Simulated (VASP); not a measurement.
# Li4F in VASP: single point with PBEsol

Aim: the single point of Li4F with PBEsol.

All numbers are computed with VASP 6.6.1; they aren't measurements. Logs are shortened: lines on timing, memory, paths and dates and some standing lists are left out, and cuts for length are marked.

## (1) The cell of the first run

The cell holds a slab with vacuum, 5 atoms: a = 3.053 Å, b = 3.053 Å, c = 25.477 Å, α = 90.00°, β = 90.00°, γ = 90.00°.

## (2) Single point, PBEsol

INCAR

```
SYSTEM = Li4F
PREC = Accurate
ENCUT = 520
EDIFF = 1E-6
ISMEAR = 0
SIGMA = 0.1
LREAL = .FALSE.
LASPH = .TRUE.
NELM = 100
ALGO = Normal
ISIF = 2
LWAVE = .FALSE.
LCHARG = .FALSE.
LDIPOL = .TRUE.
IDIPOL = 3
DIPOL = 0.5 0.5 0.491
GGA = PS
NBANDS = 18
```

KPOINTS

```
regular mesh
0
G
  9 9 1
  0 0 0
```

POSCAR

```
Li4F
1.0
    3.0534023716      0.0000000000      0.0000000000
    0.0000000000      3.0534023716      0.0000000000
    0.0000000000      0.0000000000     25.4772445679
Li F
4 1
Direct
    0.5000000000      0.5000000000      0.3336310557
    0.0000000000      0.0000000000      0.4183765436
    0.5000000000      0.5000000000      0.5064914558
    0.0000000000      0.0000000000      0.5914671006
    0.0000000000      0.5000000000      0.6054698633
```

Potentials or basis: VASP PAW PBE potentials, release 64 (Li_sv, F).

The run is started by

```console
cat potpaw_PBE.64/Li_sv/POTCAR potpaw_PBE.64/F/POTCAR > POTCAR
mpirun -np 1 vasp_std > vasp.out
```

OUTCAR:

```text
SYSTEM = Li4F
   PREC = Accurate
   ENCUT = 520
   EDIFF = 1E-6
   ISMEAR = 0
   LREAL = .FALSE.
   LASPH = .TRUE.
   NELM = 100
   ISIF = 2
   GGA = PS

 ion  position               nearest neighbor table
   1  0.500  0.500  0.334-
   2  0.000  0.000  0.418-
   3  0.500  0.500  0.506-
   4  0.000  0.000  0.591-   5 1.57   5 1.57
   5  0.000  0.500  0.605-   4 1.57   4 1.57

  LATTYP: Found a simple tetragonal cell.
 ALAT       =     3.0534023716
 C/A-ratio  =     8.3438870700

  Lattice vectors:

 A1 = (   3.0534023716,   0.0000000000,   0.0000000000)
 A2 = (   0.0000000000,   3.0534023716,   0.0000000000)
 A3 = (   0.0000000000,   0.0000000000,  25.4772445679)

Analysis of symmetry for initial positions (statically):
=====================================================================
 Subroutine PRICEL returns:
 Original cell was already a primitive cell.

 Routine SETGRP: Setting up the symmetry group for a
 simple tetragonal supercell.

 Subroutine GETGRP returns: Found  4 space group operations
 (whereof  4 operations were pure point group operations)
 out of a pool of 16 trial point group operations.

The static configuration has the point symmetry C_2v.

Analysis of symmetry for dynamics (positions and initial velocities):
=====================================================================
 Subroutine PRICEL returns:
 Original cell was already a primitive cell.

 Routine SETGRP: Setting up the symmetry group for a
 simple tetragonal supercell.

 Subroutine GETGRP returns: Found  4 space group operations
 (whereof  4 operations were pure point group operations)
 out of a pool of 16 trial point group operations.

The dynamic configuration has the point symmetry C_2v.

 Subroutine INISYM returns: Found  4 space group operations
 (whereof  4 operations are pure point group operations),
 and found     1 'primitive' translations

----------------------------------------------------------------------------------------

                                     Primitive cell

  volume of cell :     237.5311

  direct lattice vectors                    reciprocal lattice vectors
     3.053402372  0.000000000  0.000000000     0.327503512  0.000000000  0.000000000
     0.000000000  3.053402372  0.000000000     0.000000000  0.327503512  0.000000000
     0.000000000  0.000000000 25.477244568     0.000000000  0.000000000  0.039250712

  length of vectors
     3.053402372  3.053402372 25.477244568     0.327503512  0.327503512  0.039250712

  position of ions in fractional coordinates (direct lattice)
     0.500000000  0.500000000  0.333631056
     0.000000000  0.000000000  0.418376544
     0.500000000  0.500000000  0.506491456
     0.000000000  0.000000000  0.591467101
     0.000000000  0.500000000  0.605469863

  ion indices of the primitive-cell ions
   primitive index   ion index
                 1           1
                 2           2
                 3           3
                 4           4
                 5           5

----------------------------------------------------------------------------------------

 KPOINTS: regular mesh

Automatic generation of k-mesh.
 Grid dimensions read from file:
 generate k-points for:    9    9    1

 Generating k-lattice:

  Cartesian coordinates                     Fractional coordinates (reciprocal lattice)
     0.036389279  0.000000000  0.000000000     0.111111111  0.000000000  0.000000000
     0.000000000  0.036389279  0.000000000     0.000000000  0.111111111  0.000000000
     0.000000000  0.000000000  0.039250712     0.000000000  0.000000000  1.000000000

  Length of vectors
     0.036389279  0.036389279  0.039250712

  Shift w.r.t. Gamma in fractional coordinates (k-lattice)
     0.000000000  0.000000000  0.000000000

 Subroutine IBZKPT returns following result:
 ===========================================

 Found     25 irreducible k-points:

 Following reciprocal coordinates:
            Coordinates               Weight
  0.000000  0.000000  0.000000      1.000000
  0.111111  0.000000  0.000000      2.000000
  0.000000  0.111111  0.000000      2.000000
  0.222222  0.000000  0.000000      2.000000
  0.000000  0.222222  0.000000      2.000000
  0.333333  0.000000  0.000000      2.000000
[... 16 lines left out ...]
  0.444444  0.333333  0.000000      4.000000
 -0.333333  0.444444  0.000000      4.000000
   k-points           NKPTS =     25   k-points in BZ     NKDIM =     25   number of bands    NBANDS=     18
   number of dos      NEDOS =    301   number of ions     NIONS =      5
   total plane-waves  NPLWV = 110592
   dimension x,y,z NGX =    24 NGY =   24 NGZ =  192
   dimension x,y,z NGXF=    48 NGYF=   48 NGZF=  384
   ions per type =               4   1
   NGX,Y,Z   is equivalent  to a cutoff of  13.07, 13.07, 12.53 a.u.
   NGXF,Y,Z  is equivalent  to a cutoff of  26.13, 26.13, 25.06 a.u.
 SYSTEM =  Li4F
   PREC   = accura    normal or accurate (medium, high low for compatibility)
   ISTART =      0    job   : 0-new  1-cont  2-samecut
   ICHARG =      2    charge: 1-file 2-atom 10-const
   ISPIN  =      1    spin polarized calculation?
   LNONCOLLINEAR =      F non collinear calculations
   LSORBIT =      F    spin-orbit coupling
   LASPH  =      T    aspherical Exc in radial PAW
   ENCUT  =  520.0 eV  38.22 Ry    6.18 a.u.   5.68  5.68 47.37*2*pi/ulx,y,z
   NELM   =    100;   NELMIN=  2; NELMDL= -5     # of ELM steps
   EDIFF  = 0.1E-05   stopping-criterion for ELM
   LREAL  =      F    real-space projection
   EDIFFG = 0.1E-04   stopping-criterion for IOM
   NSW    =      0    number of steps for IOM
   IBRION =     -1    ionic relax: 0-MD 1-quasi-New 2-CG
   NFREE  =      0    steps in history (QN), initial steepest desc. (CG)
   ISIF   =      2    stress and relaxation
   ISYM   =      2    0-nonsym 1-usesym 2-fastsym
   POTIM  = 0.5000    time-step for ionic-motion
   TEBEG  =    0.0;   TEEND  =   0.0 temperature during run
   PSTRESS=    0.0 pullay stress
   NELECT =      19.0000    total number of electrons
   NUPDOWN=      -1.0000    fix difference up-down
   EMIN   =  10.00;   EMAX   =-10.00  energy-range for DOS
   EFERMI =   0.00;   METHOD = LEGACY
   ISMEAR =     0;   SIGMA  =   0.10  broadening in eV -4-tet -1-fermi 0-gaus
   EFERMI_NEDOS =   21; number of points for ismear=-14 and -15
   IALGO  =     38    algorithm
   IMIX   =      4    mixing-type and parameters
     AMIX     =   0.40;   BMIX     =  1.00
     AMIX_MAG =   1.60;   BMIX_MAG =  1.00
  volume/ion in A,a.u.               =      47.51       320.59
  Fermi-wavevector in a.u.,A,eV,Ry     =   0.705374  1.332963  6.769604  0.497552
  Thomas-Fermi vector in A             =   1.790868
   LORBIT       =      0    0 simple, 1 ext, 2 COOP (PROOUT), +10 PAW based schemes
   GGA     = PS    functional components
   LHFCALC =     F    Hartree Fock is set to
   AEXX    =    0.0000 exact exchange contribution
   IVDW    =     0    specifies the selected vdW correction
   LEPSILON=     F    determine dielectric tensor
   LRPA    =     F    only Hartree local field effects (RPA)
 non-spin polarized calculation
 Gauss-broadening in eV      SIGMA  =   0.10
  energy-cutoff  :      520.00
  volume of cell :      237.53
 maximum number of plane-waves:      6444
 NGX is ok and might be reduce to    24
   NGX = 11   NGY = 11   NGZ = 95

 number of electron      19.0000039 magnetization

 dipolmoment           0.000000      0.000000      0.092512 electrons x Angstroem

 Free energy of the ion-electron system (eV)
  ---------------------------------------------------
  ext. energy  EPLUGINS =         0.00000000
  ---------------------------------------------------
  free energy    TOTEN  =       -13.99041365 eV

  energy without entropy =      -13.98106628  energy(sigma->0) =      -13.98573997

 E-fermi :  -2.3036     XC(G=0):  -3.1336

 val. band max:       -2.3654998870   @ k =   0.1111   0.0000   0.0000
 cond. band min:      -2.2689778559   @ k =  -0.1111   0.4444   0.0000
 fundamental gap:      0.0965220311
 Fermi energy:        -2.3035589515

 k-point     1 :       0.0000    0.0000    0.0000
  band No.  band energies     occupation
      1     -48.7419      2.00000
      2     -48.6133      2.00000
      3     -48.1648      2.00000
      4     -46.6258      2.00000
      5     -25.4118      2.00000
      6      -8.0507      2.00000
[... 10 lines left out ...]
     17       3.4427      0.00000
     18       4.8737      0.00000

 k-point     2 :       0.1111    0.0000    0.0000
  band No.  band energies     occupation
      1     -48.7411      2.00000
      2     -48.6125      2.00000
      3     -48.1640      2.00000
      4     -46.6249      2.00000
      5     -25.3986      2.00000
      6      -8.0373      2.00000
[... 10 lines left out ...]
     17       3.4864      0.00000
     18       4.7374      0.00000

 k-point     3 :       0.0000    0.1111    0.0000
  band No.  band energies     occupation
      1     -48.7411      2.00000
      2     -48.6125      2.00000
      3     -48.1640      2.00000
      4     -46.6214      2.00000
      5     -25.4526      2.00000
      6      -8.0167      2.00000
[... 10 lines left out ...]
     17       3.5452      0.00000
     18       4.8177      0.00000

 k-point     4 :       0.2222    0.0000    0.0000
  band No.  band energies     occupation
      1     -48.7392      2.00000
      2     -48.6106      2.00000
      3     -48.1621      2.00000
      4     -46.6228      2.00000
      5     -25.3649      2.00000
      6      -8.0030      2.00000
[... 375 lines left out ...]
      4     -46.5922      2.00000
      5     -25.5869      2.00000
      6      -7.5108      2.00000
[... 10 lines left out ...]
     17       4.4345      0.00000
     18       4.7323      0.00000

 k-point    23 :       0.4444    0.3333    0.0000
  band No.  band energies     occupation
      1     -48.7309      2.00000
      2     -48.6022      2.00000
      3     -48.1537      2.00000
      4     -46.5907      2.00000
      5     -25.5624      2.00000
      6      -7.5121      2.00000
[... 10 lines left out ...]
     17       4.7831      0.00000
     18       5.0803      0.00000

 k-point    24 :      -0.3333    0.4444    0.0000
  band No.  band energies     occupation
      1     -48.7309      2.00000
      2     -48.6022      2.00000
      3     -48.1537      2.00000
      4     -46.5839      2.00000
      5     -25.6614      2.00000
      6      -7.2657      2.00000
[... 10 lines left out ...]
     17       4.6456      0.00000
     18       5.0768      0.00000

 [... further k-points ...]

------------------------ aborting loop because EDIFF is reached ----------------------------------------

 vacuum level on the upper side and lower side of the slab       (xc-potential included)         0.874        -0.883

  FORCE on cell =-STRESS in cart. coord.  units (eV):
  Direction    XX          YY          ZZ          XY          YZ          ZX
  --------------------------------------------------------------------------------------
  -------------------------------------------------------------------------------------
  Total        0.0852667      5.8407140     -0.4660101      0.0000000      0.0000000      0.0000000
  in kB        0.5751347     39.3963504     -3.1432964      0.0000000      0.0000000      0.0000000
  external PRESSURE =      12.2760629 kB  Pullay stress =       0.0000000 kB

 VOLUME and BASIS-vectors are now :
 -----------------------------------------------------------------------------
  energy-cutoff  :      520.00
  volume of cell :      237.53
      direct lattice vectors                 reciprocal lattice vectors
     3.053402372  0.000000000  0.000000000     0.327503512  0.000000000  0.000000000
     0.000000000  3.053402372  0.000000000     0.000000000  0.327503512  0.000000000
     0.000000000  0.000000000 25.477244568     0.000000000  0.000000000  0.039250712

 POSITION                                       TOTAL-FORCE (eV/Angst)
 -----------------------------------------------------------------------------------
      1.52670      1.52670      8.50000         0.000000      0.000000     -0.004195
      0.00000      0.00000     10.65908         0.000000      0.000000      0.109807
      1.52670      1.52670     12.90401         0.000000      0.000000     -0.040020
      0.00000      0.00000     15.06895         0.000000      0.000000     -0.108662
      0.00000      1.52670     15.42570         0.000000      0.000000      0.043070
 -----------------------------------------------------------------------------------
    total drift:                                0.000000      0.000000     -0.000297

  FREE ENERGIE OF THE ION-ELECTRON SYSTEM (eV)
  ---------------------------------------------------
  free  energy   TOTEN  =       -13.9904136501 eV

  energy  without entropy=      -13.9810662820  energy(sigma->0) =      -13.98573997

 vacuum level on the upper side and lower side of the slab         2.646         0.851
```

Wall time 3.9 min (1 thread of AMD EPYC 7R43 (Zen 3), shared host); peak memory 0.31 GiB.

What came out:

```
Free energy   : -13.9904 eV
Largest force : 0.110 eV/Å
```

Forces on the atoms (eV/Å):
```
Li   0.000  0.000 -0.004
Li   0.000  0.000  0.110
Li   0.000  0.000 -0.040
Li   0.000  0.000 -0.109
F    0.000  0.000  0.043
```

Levels at points of the mesh, in eV from the Fermi level:
```
           k point  band 8  band 9  band 10  band 11  band 12  band 13
(0.00, 0.00, 0.00)   -4.27   -3.12    -1.93    -0.23     1.07     3.04
```

Caveat: the cutoff is under 1.25 times the usual one of these potentials, so pressure, stress and relaxed cells hold a basis-set (Pulay) error; the PAW data sets were made with another functional, which shifts forces and pressure a little; an odd number of electrons without spin polarisation forces a metal; a magnetic or distorted state may lie lower.
